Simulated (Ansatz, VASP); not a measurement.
This is a calculation of Al3Pd for Ansatz 0.2.0.

Contents of input.yaml:

```yaml
crystal:
  lattice:
    - [3.8663382084, 0.0, 0.0]
    - [0.0, 3.8663382084, 0.0]
    - [0.0, 0.0, 3.8663382084]
  atoms:
    - { symbol: Pd, position: [0.0, 0.0, 0.0] }
    - { symbol: Al, position: [0.5, 0.5, 0.0] }
    - { symbol: Al, position: [0.5, 0.0, 0.5] }
    - { symbol: Al, position: [0.0, 0.5, 0.5] }
kpoints:
  mp_grid: { grid: [7, 7, 7] }
scf:
  occupations: { method: fermi_dirac, width: 0.05 }
hamiltonian:
  xc: lda
  pseudopotentials: { kind: all_electron, lapw: { basis_error: 0.002 } }
output:
  forces: true
  stress: true
  eigenvalues: true
```

Potentials or basis: all-electron LAPW, scalar-relativistic.

Launch:

```sh
$ ansatz run input.yaml --threads 2 --pin off --max-ram 8192MiB --backend cpu --events-out ev --progress --plain --runs-dir out
```

Problem. Translate it to VASP 6.6.1. Potentials there: VASP PAW LDA potentials, release 64 (Pd, Al).

Solution. As run (the cutoff follows the program's own potentials):

The input INCAR:

```
SYSTEM = Al3Pd
ALGO = Normal ; EDIFF = 1E-6
ENCUT = 520 ; GGA = CA
ISIF = 2 ; ISMEAR = -1
LASPH = .TRUE. ; LCHARG = .TRUE.
LELF = .TRUE. ; LREAL = .FALSE.
LVHAR = .TRUE. ; LWAVE = .FALSE.
NBANDS = 18 ; NELM = 100
PREC = Accurate ; SIGMA = 0.05
```

Contents of KPOINTS:

```
k-points
0
G
  7 7 7
  0 0 0
```

File POSCAR:

```
Al3Pd
1.0
    3.8663382084      0.0000000000      0.0000000000
    0.0000000000      3.8663382084      0.0000000000
    0.0000000000      0.0000000000      3.8663382084
Pd Al
1 3
Direct
    0.0000000000      0.0000000000      0.0000000000
    0.5000000000      0.5000000000      0.0000000000
    0.5000000000      0.0000000000      0.5000000000
    0.0000000000      0.5000000000      0.5000000000
```

Potentials or basis: VASP PAW LDA potentials, release 64 (Pd, Al).

Command:

```sh
$ cat potpaw_LDA.64/Pd/POTCAR potpaw_LDA.64/Al/POTCAR > POTCAR
$ mpirun -np 1 vasp_std > vasp.out
```

Both were run:

|  | VASP | Ansatz | Ansatz less VASP |
| --- | --- | --- | --- |
| gap on the k mesh at the Fermi level (eV) | none | none | - |
| pressure (GPa) | 2.7 | 2.4 | -0.30 |

LDA's correlation is that of Perdew and Zunger in VASP and of Perdew and Wang (1992) in Ansatz. A gap of «none» marks a metal or a gap that the smearing closes. Ansatz ran all-electron here, and VASP with PAW potentials.
